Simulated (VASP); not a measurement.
# Al2O3 in VASP: notebook, part 2 of 2

VASP 6.6.1. Earlier steps stand in the parts before.

## 4. Single point, PBE

This run uses another cell than the first one, of 10.78 Å³/atom, 0.985 times its volume.

Input file INCAR:

```
SYSTEM = Al2O3
PREC = Accurate
ENCUT = 520
EDIFF = 1E-7
ISMEAR = 0
SIGMA = 0.1
LREAL = Auto
LASPH = .True.
NELM = 100
ALGO = Normal
ISIF = 2
LWAVE = .False.
LCHARG = .False.
GGA = PE
ISYM = 0
NBANDS = 78
```

Input file KPOINTS:

```
Automatic mesh
0
Gamma
  1 1 1
  0.25 0.25 0.25
```

Input file POSCAR:

```
Al2O3
1.0
    5.9459285528     -0.6600436528      0.1115866493
   -0.6943160772      6.2514918140     -0.4135122003
    0.1193191275     -0.3894631425      7.3691332236
Al O
10 15
Direct
    0.3371415076      0.2261650832      0.1162438662
    0.4604126963      0.8497123742      0.3165585668
    0.9788026045      0.9311223785      0.3301390733
    0.7791165350      0.8667842271      0.9675491365
    0.5907251909      0.5807480997      0.5536506062
    0.8667906969      0.3680084376      0.2055247274
    0.1567084411      0.1865093844      0.7235554023
    0.2074306438      0.6369157079     -0.0079308153
    0.6175930498      0.2576937343      0.8254842511
    0.0545483749      0.6495287680      0.5998885074
    0.3200761214      0.6350391165      0.4620710054
    0.1406689233      0.4971469128      0.7717762542
    0.4872500479      0.7752050470      0.0650225601
    0.7026789324      0.8310667450      0.4297669148
    0.3148161808      0.0906817912      0.8910525766
    0.2965858889      0.0519353860      0.2851816320
    0.1601131390      0.4156110641      0.1277524024
    0.4670243715      0.3132372224      0.6389856822
    0.6235968032      0.3682056219      0.0711297709
    0.0949317766      0.9406619199      0.5635942755
    0.8409214540      0.0820695722      0.1915653681
    0.8463037979      0.4803008861      0.4358811802
   -0.0236553288      0.7433726125      0.1001733596
    0.7725463183      0.6659903797      0.7598740327
    0.8417937194      0.1122444572      0.8276970989
```

Command:

```bash
$ cat potpaw_PBE.64/Al/POTCAR potpaw_PBE.64/O/POTCAR > POTCAR
$ mpirun -np 1 vasp_std > vasp.out
```

Wall time 93 s (1 thread of Intel Xeon 8259CL, shared host); peak memory 0.31 GiB.

Results (log left out):

- Free energy: -181.9410 eV
- Pressure: -0.1 GPa
- Largest force: 0.042 eV/Å
- Band gap on the k mesh: 4.73 eV

Forces on the atoms (eV/Å):
```
Al  -0.018  0.013  0.011
Al  -0.029  0.017 -0.025
Al   0.033 -0.005  0.012
Al  -0.014 -0.008  0.021
Al   0.018 -0.012 -0.019
Al  -0.001  0.020  0.018
Al  -0.005 -0.004 -0.002
Al   0.004  0.006 -0.004
Al  -0.010  0.003  0.000
Al  -0.022  0.006 -0.021
O   -0.017 -0.016  0.006
O   -0.001  0.004  0.007
O    0.003 -0.010 -0.007
O    0.015 -0.018  0.006
O    0.007 -0.005  0.019
O    0.013 -0.007 -0.024
O    0.013 -0.016 -0.002
O    0.002  0.028  0.005
O    0.002 -0.008 -0.002
O   -0.014 -0.016  0.027
O    0.013 -0.002 -0.015
O    0.001  0.010 -0.004
O   -0.005  0.015 -0.007
O    0.003  0.000  0.004
O    0.009  0.007 -0.003
```

Stress tensor (GPa, compression positive):
```
-0.06 -0.02 -0.09
-0.02 -0.25  0.01
-0.09  0.01 -0.02
```

Levels at points of the mesh, in eV from the valence-band top:
```
           k point  band 57  band 58  band 59  band 60  band 61  band 62  band 63  band 64
(0.25, 0.25, 0.25)    -0.67    -0.54    -0.25     0.00     4.73     5.66     6.30     6.40
```

Caveat: the k points lie up to 1.08 Å⁻¹ apart.

## 5. Single point, PBE

This run uses another cell than the first one, of 10.78 Å³/atom, 0.985 times its volume.

Input file INCAR:

```
SYSTEM = Al2O3
PREC = Accurate
ENCUT = 520
EDIFF = 1E-7
ISMEAR = 0
SIGMA = 0.02
LREAL = Auto
LASPH = .True.
NELM = 100
ALGO = Normal
ISIF = 2
LWAVE = .False.
LCHARG = .True.
GGA = PE
LELF = .True.
LVHAR = .True.
NBANDS = 78
```

Input file KPOINTS:

```
Automatic mesh
0
Gamma
  3 3 3
  0 0 0
```

POSCAR, as its differences from that of step 4:

```diff
@@ -2,5 +2,5 @@
 1.0
-    5.9459285528     -0.6600436528      0.1115866493
-   -0.6943160772      6.2514918140     -0.4135122003
-    0.1193191275     -0.3894631425      7.3691332236
+    5.9459290000     -0.6600440000      0.1115870000
+   -0.6943160000      6.2514920000     -0.4135120000
+    0.1193190000     -0.3894630000      7.3691330000
 Al O
@@ -15,3 +15,3 @@
     0.1567084411      0.1865093844      0.7235554023
-    0.2074306438      0.6369157079     -0.0079308153
+    0.2074306438      0.6369157079      0.9920691847
     0.6175930498      0.2576937343      0.8254842511
@@ -30,3 +30,3 @@
     0.8463037979      0.4803008861      0.4358811802
-   -0.0236553288      0.7433726125      0.1001733596
+    0.9763446712      0.7433726125      0.1001733596
     0.7725463183      0.6659903797      0.7598740327
```

Command:

```bash
$ cat potpaw_PBE.64/Al/POTCAR potpaw_PBE.64/O/POTCAR > POTCAR
$ mpirun -np 1 vasp_std > vasp.out
```

Run time: 16 min. Hardware: 1 thread of Intel Xeon 8259CL, shared host; peak memory 0.43 GiB.

The run converged. Its results:

* Free energy: -181.8425 eV
* Pressure: -0.1 GPa
* Largest force: 0.108 eV/Å
* Band gap on the k mesh: 3.11 eV, direct

Forces in eV/Å, atoms in the order of the input:
```
Al   0.005  0.031  0.001
Al  -0.016  0.010 -0.014
Al   0.026 -0.002 -0.008
Al  -0.019 -0.010  0.015
Al   0.013 -0.008 -0.028
Al   0.007  0.007  0.013
Al  -0.010 -0.009  0.019
Al   0.038 -0.008  0.049
Al  -0.013 -0.018  0.027
Al  -0.021  0.010 -0.026
O   -0.028 -0.009  0.037
O    0.011  0.013 -0.008
O   -0.013  0.008 -0.107
O    0.031 -0.031 -0.006
O    0.024  0.026 -0.038
O   -0.006 -0.013  0.036
O   -0.023  0.025 -0.038
O    0.006  0.054  0.001
O   -0.025 -0.058 -0.001
O   -0.021 -0.055 -0.035
O    0.002 -0.042  0.068
O    0.002  0.003 -0.048
O    0.012  0.039  0.007
O   -0.010  0.020  0.090
O    0.027  0.016 -0.007
```

Stress tensor (GPa, compression positive):
```
-0.10  0.06 -0.03
 0.06 -0.30  0.10
-0.03  0.10  0.03
```

Levels at points of the mesh, in eV from the valence-band top:
```tsv
k point	band 57	band 58	band 59	band 60	band 61	band 62	band 63	band 64
(0.00, 0.00, 0.00)	-0.61	-0.54	-0.42	0.00	3.11	6.03	6.12	6.61
```

## 6. The runs side by side

```csv
cell,k mesh,smearing,gap on the mesh (eV),pressure (GPa),largest force (eV/Å)
"a = 6.180, b = 6.550, c = 6.817 Å, angles 96.2, 86.6, 89.4°, 25 atoms",1 × 1 × 1,fermi-dirac 0.1206 eV,1.51,-6.5,5.13
"a = 5.983, b = 6.304, c = 7.380 Å, angles 96.9, 87.7, 102.7°, 25 atoms","1 × 1 × 1, shifted",gaussian 0.1 eV,4.73,-0.1,0.04
"a = 5.983, b = 6.304, c = 7.380 Å, angles 96.9, 87.7, 102.7°, 25 atoms",3 × 3 × 3,gaussian 0.02 eV,3.11,-0.1,0.11
```

Some of these runs hold the atoms at other places in the same cell, which the table doesn't show; runs alike in all that it shows share one row.

Alike in all rows: task single point; level PBE; potentials or basis VASP PAW PBE potentials, release 64 (Al, O); no spin polarisation; cutoff (eV) 520.

Caveats: some runs use coarse meshes.

Absolute energies hang on the potentials; compare differences alone.
